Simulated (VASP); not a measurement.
The system is SbMo.

```
Sb Mo
1.0
     0.00000    2.87598    2.87598
     2.87598    0.00000    2.87598
     2.87598    2.87598    0.00000
Sb Mo
1 1
Cartesian
  0.0000 0.0000 0.0000
  4.3140 4.3140 4.3140
```

* Program: VASP 6.6.1
* Task: relaxation of cell and atoms
* Functional: PBE
* Potentials or basis: VASP PAW PBE potentials, release 64 (Sb, Mo_sv)
* Cutoff: 600 eV
* k mesh: 6 × 6 × 6
* Occupations: gaussian, width 0.1 eV
* Spin: no spin polarisation

At the start: pressure 22.1 GPa; volume 23.79 Å³/atom.

Question: Where does the relaxation end?

Answer: Over 4 steps the energy falls by 289.3 meV/atom and the volume is 28.81 Å³/atom (+21.1 %); space group F-43m (No. 216, to 0.05 Å).

Step by step:
```
step  energy change (eV)  largest force (eV/Å)  pressure (GPa)  volume (Å³)
   1              0.0000                0.0000           22.09        47.58
   2              0.1388                0.0000          -11.09        73.91
   3             -0.5772                0.0000           -0.74        58.06
   4             -0.5785                0.0000           -0.17        57.62
```

Final structure:
```xyz
2
Lattice="0.0000 3.0656 3.0656 3.0656 0.0000 3.0656 3.0656 3.0656 0.0000" Properties=species:S:1:pos:R:3 pbc="T T T"
Sb    0.0000    0.0000    0.0000
Mo    4.5983    4.5983    4.5983
```

Caveat: the volume moved by over 15 % at a fixed basis, so the end points are rough.
